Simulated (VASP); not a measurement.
# Zn6H in VASP: single point with PBE+D3(BJ)

Aim: the single point of Zn6H with PBE+D3(BJ).

Program: VASP 6.6.1. These are calculated values, not measurements. Logs are shortened: lines on timing, memory, paths and dates and some standing lists are left out, and cuts for length are marked.

**1. The cell of the first run**

The cell holds a slab with vacuum, 14 atoms: a = 5.236 Å, b = 4.804 Å, c = 23.479 Å, α = 90.00°, β = 90.00°, γ = 90.00°.

**2. Single point, PBE+D3(BJ)**

The input, INCAR:

```
ALGO = Normal
DIPOL = 0.5 0.5 0.494
EDIFF = 1E-7
ENCUT = 520
GGA = PE
IDIPOL = 3
ISIF = 2
ISMEAR = 0
IVDW = 12
LASPH = True
LCHARG = False
LDIPOL = True
LREAL = False
LWAVE = False
NBANDS = 86
NELM = 80
PREC = Accurate
SIGMA = 0.1
```

The input, KPOINTS:

```
k-points
0
Gamma
  4 4 1
```

The input, POSCAR:

```
Zn6H
1.0
    5.2355063798      0.0000000000      0.0000000000
    0.0000000000      4.8035762477      0.0000000000
    0.0000000000      0.0000000000     23.4787617810
Zn H
12 2
Direct
    0.5000000000      0.7500000000      0.3407334712
    0.0000000000      0.7500000000      0.3407334712
    0.7500000000      0.2500000000      0.3729191657
    0.2500000000      0.2500000000      0.3729191657
    0.7500000000      0.7500000000      0.4372905547
    0.2500000000      0.7500000000      0.4372905547
   -0.0002464058      0.2498438140      0.4704648032
    0.5001362654      0.2499616618      0.4701138770
   -0.0002346034      0.7494191069      0.5564873969
    0.4999560182      0.7494182492      0.5573292052
    0.2504720915      0.2490585882      0.5683952277
    0.7492504766      0.2495975293      0.5685530537
    0.2656076800      0.2511061754      0.7087624362
    0.1606568604      0.3510668145      0.7163815021
```

Potentials or basis: VASP PAW PBE potentials, release 64 (Zn, H).

Launch:

```
cat potpaw_PBE.64/Zn/POTCAR potpaw_PBE.64/H/POTCAR > POTCAR
mpirun -np 1 vasp_std > vasp.out
```

OUTCAR:

```text
EDIFF = 1E-7
   ENCUT = 520
   GGA = PE
   ISIF = 2
   ISMEAR = 0
   IVDW = 12
   LASPH = True
   LREAL = False
   NELM = 80
   PREC = Accurate
 IVDW          = 12

 ion  position               nearest neighbor table
   1  0.500  0.750  0.341-   5 2.62   6 2.62   2 2.62   2 2.62   4 2.84   3 2.84   4 2.84   3 2.84

   2  0.000  0.750  0.341-   5 2.62   6 2.62   1 2.62   1 2.62   4 2.84   3 2.84   4 2.84   3 2.84

   3  0.750  0.250  0.373-   4 2.62   4 2.62   8 2.63   7 2.64   5 2.84   5 2.84   1 2.84   2 2.84
                             1 2.84   2 2.84
   4  0.250  0.250  0.373-   3 2.62   3 2.62   8 2.63   7 2.64   6 2.84   6 2.84   1 2.84   2 2.84
                             1 2.84   2 2.84
   5  0.750  0.750  0.437-   1 2.62   2 2.62   6 2.62   6 2.62   3 2.84   3 2.84   8 2.84   8 2.84
                             7 2.84   7 2.84
   6  0.250  0.750  0.437-   1 2.62   2 2.62   5 2.62   5 2.62   4 2.84   4 2.84   8 2.84   8 2.84
                             7 2.84   7 2.85
   7  1.000  0.250  0.470-   8 2.62   8 2.62   3 2.64   4 2.64  11 2.65  12 2.65   5 2.84   6 2.84
                             5 2.84   6 2.85
   8  0.500  0.250  0.470-   7 2.62   7 2.62   3 2.63   4 2.63  11 2.65  12 2.65   5 2.84   5 2.84
                             6 2.84   6 2.84
   9  1.000  0.749  0.556-  10 2.62  10 2.62  11 2.75  12 2.75  12 2.75  11 2.75
  10  0.500  0.749  0.557-   9 2.62   9 2.62  11 2.74  12 2.75  12 2.75  11 2.75
  11  0.250  0.249  0.568-  12 2.61  12 2.62   7 2.65   8 2.65  10 2.74  10 2.75   9 2.75   9 2.75

  12  0.749  0.250  0.569-  11 2.61  11 2.62   7 2.65   8 2.65  10 2.75  10 2.75   9 2.75   9 2.75

  13  0.266  0.251  0.709-  14 0.75
  14  0.161  0.351  0.716-  13 0.75

  LATTYP: Found a simple orthorhombic cell.
 ALAT       =     4.8035762477
 B/A-ratio  =     1.0899184503
 C/A-ratio  =     4.8877670657

  Lattice vectors:

 A1 = (   0.0000000000,  -4.8035762477,   0.0000000000)
 A2 = (   5.2355063798,   0.0000000000,   0.0000000000)
 A3 = (   0.0000000000,   0.0000000000,  23.4787617810)

Analysis of symmetry for initial positions (statically):
=====================================================================
 Subroutine PRICEL returns:
 Original cell was already a primitive cell.

 Routine SETGRP: Setting up the symmetry group for a
 simple orthorhombic supercell.

 Subroutine GETGRP returns: Found  1 space group operations
 (whereof  1 operations were pure point group operations)
 out of a pool of  8 trial point group operations.

The static configuration has the point symmetry C_1 .

Analysis of symmetry for dynamics (positions and initial velocities):
=====================================================================
 Subroutine PRICEL returns:
 Original cell was already a primitive cell.

 Routine SETGRP: Setting up the symmetry group for a
 simple orthorhombic supercell.

 Subroutine GETGRP returns: Found  1 space group operations
 (whereof  1 operations were pure point group operations)
 out of a pool of  8 trial point group operations.

The dynamic configuration has the point symmetry C_1 .

 Subroutine INISYM returns: Found  1 space group operations
 (whereof  1 operations are pure point group operations),
 and found     1 'primitive' translations

----------------------------------------------------------------------------------------

                                     Primitive cell

  volume of cell :     590.4710

  direct lattice vectors                    reciprocal lattice vectors
     5.235506380  0.000000000  0.000000000     0.191003492  0.000000000  0.000000000
     0.000000000  4.803576248  0.000000000     0.000000000  0.208178230  0.000000000
     0.000000000  0.000000000 23.478761781     0.000000000  0.000000000  0.042591684

  length of vectors
     5.235506380  4.803576248 23.478761781     0.191003492  0.208178230  0.042591684

  position of ions in fractional coordinates (direct lattice)
     0.500000000  0.750000000  0.340733471
     0.000000000  0.750000000  0.340733471
     0.750000000  0.250000000  0.372919166
     0.250000000  0.250000000  0.372919166
     0.750000000  0.750000000  0.437290555
     0.250000000  0.750000000  0.437290555
     0.999753594  0.249843814  0.470464803
     0.500136265  0.249961662  0.470113877
     0.999765397  0.749419107  0.556487397
[... 47 lines left out ...]
 Found     10 irreducible k-points:

 Following reciprocal coordinates:
            Coordinates               Weight
  0.000000  0.000000  0.000000      1.000000
  0.250000  0.000000  0.000000      2.000000
  0.500000  0.000000  0.000000      1.000000
  0.000000  0.250000  0.000000      2.000000
  0.250000  0.250000  0.000000      2.000000
 -0.250000  0.250000  0.000000      2.000000
  0.500000  0.250000  0.000000      2.000000
  0.000000  0.500000  0.000000      1.000000
  0.250000  0.500000  0.000000      2.000000
  0.500000  0.500000  0.000000      1.000000
   k-points           NKPTS =     10   k-points in BZ     NKDIM =     10   number of bands    NBANDS=     86
   number of dos      NEDOS =    301   number of ions     NIONS =     14
   total plane-waves  NPLWV = 259200
   dimension x,y,z NGX =    40 NGY =   36 NGZ =  180
   dimension x,y,z NGXF=    80 NGYF=   72 NGZF=  360
   ions per type =              12   2
   NGX,Y,Z   is equivalent  to a cutoff of  12.70, 12.46, 12.75 a.u.
   NGXF,Y,Z  is equivalent  to a cutoff of  25.40, 24.92, 25.49 a.u.
 SYSTEM =  unknown system
   PREC   = accura    normal or accurate (medium, high low for compatibility)
   ISTART =      0    job   : 0-new  1-cont  2-samecut
   ICHARG =      2    charge: 1-file 2-atom 10-const
   ISPIN  =      1    spin polarized calculation?
   LNONCOLLINEAR =      F non collinear calculations
   LSORBIT =      F    spin-orbit coupling
   LASPH  =      T    aspherical Exc in radial PAW
   ENCUT  =  520.0 eV  38.22 Ry    6.18 a.u.   9.73  8.93 43.65*2*pi/ulx,y,z
   NELM   =     80;   NELMIN=  2; NELMDL= -5     # of ELM steps
   EDIFF  = 0.1E-06   stopping-criterion for ELM
   LREAL  =      F    real-space projection
   EDIFFG = 0.1E-05   stopping-criterion for IOM
   NSW    =      0    number of steps for IOM
   IBRION =     -1    ionic relax: 0-MD 1-quasi-New 2-CG
   NFREE  =      0    steps in history (QN), initial steepest desc. (CG)
   ISIF   =      2    stress and relaxation
   ISYM   =      2    0-nonsym 1-usesym 2-fastsym
   POTIM  = 0.5000    time-step for ionic-motion
   TEBEG  =    0.0;   TEEND  =   0.0 temperature during run
   PSTRESS=    0.0 pullay stress
   NELECT =     146.0000    total number of electrons
   NUPDOWN=      -1.0000    fix difference up-down
   EMIN   =  10.00;   EMAX   =-10.00  energy-range for DOS
   EFERMI =   0.00;   METHOD = LEGACY
   ISMEAR =     0;   SIGMA  =   0.10  broadening in eV -4-tet -1-fermi 0-gaus
   EFERMI_NEDOS =   21; number of points for ismear=-14 and -15
   IALGO  =     38    algorithm
   IMIX   =      4    mixing-type and parameters
     AMIX     =   0.40;   BMIX     =  1.00
     AMIX_MAG =   1.60;   BMIX_MAG =  1.00
  volume/ion in A,a.u.               =      42.18       284.62
  Fermi-wavevector in a.u.,A,eV,Ry     =   1.027526  1.941743 14.365170  1.055810
  Thomas-Fermi vector in A             =   2.161476
   LORBIT       =      0    0 simple, 1 ext, 2 COOP (PROOUT), +10 PAW based schemes
   GGA     = PE    functional components
   LHFCALC =     F    Hartree Fock is set to
   AEXX    =    0.0000 exact exchange contribution
   IVDW    =    12    specifies the selected vdW correction
   LEPSILON=     F    determine dielectric tensor
   LRPA    =     F    only Hartree local field effects (RPA)
 non-spin polarized calculation
 Gauss-broadening in eV      SIGMA  =   0.10
  energy-cutoff  :      520.00
  volume of cell :      590.47
 maximum number of plane-waves:     15942
 NGX is ok and might be reduce to    40
   NGX = 19   NGY = 17   NGZ = 87

 dipolmoment           0.000000      0.000000      0.002438 electrons x Angstroem

 number of electron     146.0000156 magnetization

 dipolmoment           0.000000      0.000000     -0.008917 electrons x Angstroem

 Free energy of the ion-electron system (eV)
  ---------------------------------------------------
  ext. energy  EPLUGINS =         0.00000000
  ---------------------------------------------------
  free energy    TOTEN  =       -17.98484066 eV

  energy without entropy =      -17.96270980  energy(sigma->0) =      -17.97377523

 E-fermi :  -2.0259     XC(G=0):  -4.5672

 val. band max:       -2.0363969330   @ k =   0.5000   0.2500   0.0000
 cond. band min:      -1.8246434379   @ k =  -0.2500   0.2500   0.0000
 fundamental gap:      0.2117534952
 Fermi energy:        -2.0259014399

 k-point     1 :       0.0000    0.0000    0.0000
  band No.  band energies     occupation
      1     -11.6968      2.00000
      2     -10.4386      2.00000
      3     -10.2412      2.00000
      4     -10.1380      2.00000
      5     -10.1243      2.00000
      6     -10.0675      2.00000
[... 869 lines left out ...]
     84       3.5025      0.00000
     85       3.5923      0.00000
 [bands above 85 left out]

------------------------ aborting loop because EDIFF is reached ----------------------------------------

 vacuum level on the upper side and lower side of the slab       (xc-potential included)        -0.117        -0.056

 Edisp (eV)   -3.42073

 E8    (eV) :    -1.4912

  FORCE on cell =-STRESS in cart. coord.  units (eV):
  Direction    XX          YY          ZZ          XY          YZ          ZX
  --------------------------------------------------------------------------------------
  -------------------------------------------------------------------------------------
  Total      -9.29563    -6.77168     3.09803     0.00699    -0.00628     0.01283
  in kB     -25.22265   -18.37420     8.40616     0.01896    -0.01703     0.03481
  external pressure =      -11.73 kB  Pullay stress =        0.00 kB

 VOLUME and BASIS-vectors are now :
 -----------------------------------------------------------------------------
  energy-cutoff  :      520.00
  volume of cell :      590.47
      direct lattice vectors                 reciprocal lattice vectors
     5.235506380  0.000000000  0.000000000     0.191003492  0.000000000  0.000000000
     0.000000000  4.803576248  0.000000000     0.000000000  0.208178230  0.000000000
     0.000000000  0.000000000 23.478761781     0.000000000  0.000000000  0.042591684

 POSITION                                       TOTAL-FORCE (eV/Angst)
 -----------------------------------------------------------------------------------
      2.61775      3.60268      8.00000         0.013607      0.000824     -0.206719
      0.00000      3.60268      8.00000        -0.013652      0.001083     -0.203475
      3.92663      1.20089      8.75568         0.006745     -0.002247     -0.705090
      1.30888      1.20089      8.75568        -0.007205      0.000651     -0.693417
      3.92663      3.60268     10.26704        -0.007304     -0.000986      0.885073
      1.30888      3.60268     10.26704         0.006547     -0.000348      0.874987
      5.23422      1.20014     11.04593         0.000418     -0.000037      0.001883
      2.61847      1.20071     11.03769        -0.000386      0.000056      0.011175
      5.23428      3.59989     13.06564         0.000172      0.000705      0.003826
      2.61752      3.59989     13.08540        -0.000222      0.000706     -0.000600
      1.31135      1.19637     13.34522        -0.004733      0.001004      0.017736
      3.92271      1.19896     13.34892         0.004399     -0.001146      0.015058
      1.39059      1.20621     16.64086        -0.006953      0.006565     -0.001326
      0.84112      1.68638     16.81975         0.008568     -0.006830      0.000889
 -----------------------------------------------------------------------------------
    total drift:                                0.000098      0.002440      0.001049

  FREE ENERGIE OF THE ION-ELECTRON SYSTEM (eV)
  ---------------------------------------------------
  free  energy   TOTEN  =       -21.4055703925 eV

  energy  without entropy=      -21.3834395253  energy(sigma->0) =      -21.39450496

 vacuum level on the upper side and lower side of the slab         2.210         2.268
```

Run time: 33 min. Hardware: 1 thread of Intel Xeon 8259CL, shared host; peak memory 0.77 GiB.

Results:

```
Free energy                : -21.4056 eV
Largest force              : 0.885 eV/Å
Band gap on the k mesh     : zero (bands 73 and 74 overlap by 0.09 eV)
Dispersion energy per atom : -0.244 eV
```

Forces in eV/Å, atoms in the order of the input:
```
Zn   0.014  0.001 -0.207
Zn  -0.014  0.001 -0.203
Zn   0.007 -0.002 -0.705
Zn  -0.007  0.001 -0.693
Zn  -0.007 -0.001  0.885
Zn   0.007  0.000  0.875
Zn   0.000  0.000  0.002
Zn   0.000  0.000  0.011
Zn   0.000  0.001  0.004
Zn   0.000  0.001 -0.001
Zn  -0.005  0.001  0.018
Zn   0.004 -0.001  0.015
H   -0.007  0.007 -0.001
H    0.009 -0.007  0.001
```

Levels at points of the mesh, in eV from the Fermi level:
```
           k point  band 69  band 70  band 71  band 72  band 73  band 74  band 75  band 76  band 77  band 78
(0.00, 0.00, 0.00)    -1.85    -1.82    -1.73    -0.79    -0.45     0.35     0.89     1.34     1.63     2.13
(0.50, 0.00, 0.00)    -0.89    -0.62    -0.62    -0.31    -0.27     0.70     0.71     0.98     0.98     2.65
(0.00, 0.50, 0.00)    -1.77    -1.71    -1.69    -1.00    -0.68    -0.10    -0.07     0.89     0.92     2.43
(0.50, 0.50, 0.00)    -4.26    -1.90    -1.90    -1.69    -1.67     1.48     1.50     1.52     1.59     4.14
```
